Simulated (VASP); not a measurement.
A run of VASP 6.6.1 is set up as follows.

File INCAR:

```
PREC = Accurate
ENCUT = 520
EDIFF = 1E-6
ISMEAR = 0
SIGMA = 0.1
LREAL = False
LASPH = True
NELM = 150
ALGO = Normal
ISIF = 2
LWAVE = False
LCHARG = False
ISPIN = 2
MAGMOM = -2.3 2.3 0.18 -0.18
LORBIT = 11
LMAXMIX = 4
GGA = PS
NBANDS = 27
```

KPOINTS

```
regular mesh
0
Gamma
  6 6 2
```

The input POSCAR:

```
CoO
1.0
    3.1976457435      0.0000000000      0.0000000000
   -1.5988228718      2.7692424462      0.0000000000
    0.0000000000      0.0000000000      5.2287097100
Co O
2 2
Direct
    0.0000000000      0.0000000000      0.0034741400
    0.3333333333      0.6666666667      0.5033624100
    0.0000000000      0.0000000000      0.3716088500
    0.3333333333      0.6666666667      0.8715556000
```

Potentials or basis: VASP PAW PBE potentials, release 64 (Co, O).

Run with:

```console
$ cat potpaw_PBE.64/Co/POTCAR potpaw_PBE.64/O/POTCAR > POTCAR
$ mpirun -np 1 vasp_std > vasp.out
```

Estimate the site moments.

Co -2.24, +2.24; O +0.15, -0.15 μB.

What does it give for the band gap on the k mesh?

Zero (filled and empty bands overlap).

Forces on the atoms (eV/Å):
```
Co   0.000  0.000  0.067
Co   0.000  0.000  0.073
O    0.000  0.000 -0.071
O    0.000  0.000 -0.069
```

Caveat: the k points lie up to 0.60 Å⁻¹ apart; the PAW data sets were made with another functional, which shifts forces and pressure a little; semilocal functionals often make such compounds metallic where correlation or magnetic order opens a gap, which also shifts bond lengths. With open d or f shells a metallic result of PBEsol can be an artefact of self-interaction; +U or a hybrid may open a gap.
